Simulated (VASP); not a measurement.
Runs of VASP 6.6.1 on La. The structure is that of space group P6_3/mmc (No. 194), or close to it. The cells are those of the table. 

```csv
cell,gap on the mesh (eV),pressure (GPa)
"a = 3.661, b = 3.661, c = 11.992 Å, angles 90.0, 90.0, 120.0°, 4 atoms",none,-0.5
"a = 3.735, b = 3.734, c = 11.711 Å, angles 90.0, 90.0, 120.0°, 4 atoms",none,-0.9
"a = 3.551, b = 3.551, c = 12.554 Å, angles 90.0, 90.0, 120.0°, 4 atoms",none,(a)
"a = 3.551, b = 3.551, c = 13.116 Å, angles 90.0, 90.0, 120.0°, 4 atoms",none,-1.0
"a = 3.698, b = 3.698, c = 11.992 Å, angles 90.0, 90.0, 120.0°, 4 atoms",none,-1.0
```

Alike in all rows: task single point; level PBEsol; potentials or basis VASP PAW PBE potentials, release 64 (La); no spin polarisation; k mesh 12 × 12 × 4; cutoff (eV) 520; smearing gaussian 0.15 eV.

Question: Estimate the missing entries.

Answer: (a) 0.1.

Caveats: the PAW data sets were made with another functional, which shifts forces and pressure a little; spin-orbit coupling is left out, which moves the levels of the heavy elements.

A k mesh can miss the band edges, and the runs leave out spin-orbit coupling on La.

A gap of «none» marks levels without a gap at the run's occupations.
